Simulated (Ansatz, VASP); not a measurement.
Two plane-wave programs on Co

Contents of INCAR:

```
SYSTEM = Co
PREC = Accurate
ENCUT = 520
EDIFF = 1E-7
ISMEAR = -1
SIGMA = 0.08
LREAL = .FALSE.
LASPH = .TRUE.
NELM = 150
ALGO = Normal
ISIF = 2
LWAVE = .FALSE.
LCHARG = .TRUE.
ISPIN = 2
MAGMOM = 2 -2
LORBIT = 11
LMAXMIX = 4
GGA = PE
LELF = .TRUE.
LVHAR = .TRUE.
NBANDS = 20
```

Contents of KPOINTS:

```
Automatic mesh
0
G
  15 15 8
  0 0 0
```

File POSCAR:

```
Co
1.0
    2.4873648738      0.0000000000      0.0000000000
   -1.2436824369      2.1541211692      0.0000000000
    0.0000000000      0.0000000000      4.0632895034
Co
2
Direct
    0.6666666667      0.3333333333      0.2598610000
    0.3333333333      0.6666666667      0.7401390000
```

Input for Ansatz:

```yaml
crystal:
  lattice:
    - [2.4873648738, 0.0, 0.0]
    - [-1.2436824369, 2.1541211692, 0.0]
    - [0.0, 0.0, 4.0632895034]
  atoms:
    - { symbol: Co, position: [0.6666666667, 0.3333333333, 0.259861], spin: 2.0 }
    - { symbol: Co, position: [0.3333333333, 0.6666666667, 0.740139], spin: -2.0 }
magnetization:
  spin_polarized: true
kpoints:
  mp_grid: { grid: [15, 15, 8] }
scf:
  occupations: { method: fermi_dirac, width: 0.08 }
  lower_state_search: "off"
hamiltonian:
  xc: pbe
  pseudopotentials: { kind: paw }
output:
  forces: true
  stress: true
  eigenvalues: true
  populations: true
  write_density: true
  write_potential: true
  elf: true
  volumetric_format: npy
```

Alike in both runs: task single point; functional PBE; k mesh 15 × 15 × 8; occupations fermi-dirac, width 0.08 eV; collinear spin.

```csv
,VASP,Ansatz
version,VASP 6.6.1,Ansatz 0.2.0
potentials or method,"VASP PAW PBE potentials, release 64 (Co)","PAW with Ansatz's default frozen-core files, scalar-relativistic"
plane-wave cutoff (eV),520,420
valence electrons in the cell,18,34
```

VASP gave:

```
pressure (GPa)                                                : -7.0
traceless stress, the component that is largest in VASP (GPa) : -0.55
rms of the force components (eV/Å)                            : 0.350
net moment per atom (μB)                                      : 0.00
size of the moment on the site where the two differ most (μB) : 0.87
```

Q: Which values does Ansatz return?

A: Pressure (GPa): -6.4; traceless stress, the component that is largest in VASP (GPa): -0.51; rms of the force components (eV/Å): 0.360; net moment per atom (μB): 0.00; size of the moment on the site where the two differ most (μB): 0.88.

Site moments also hang on the region over which each program counts them. Atom by atom the forces differ by 0.010 eV/Å (rms over components). With one functional, cell and mesh, what is left measures potentials, basis and numerics. VASP's potentials hold 18 valence electrons a cell and Ansatz's 34, so a difference there can come from the potentials and not from the codes. Ansatz's warnings: negative dielectric reading.
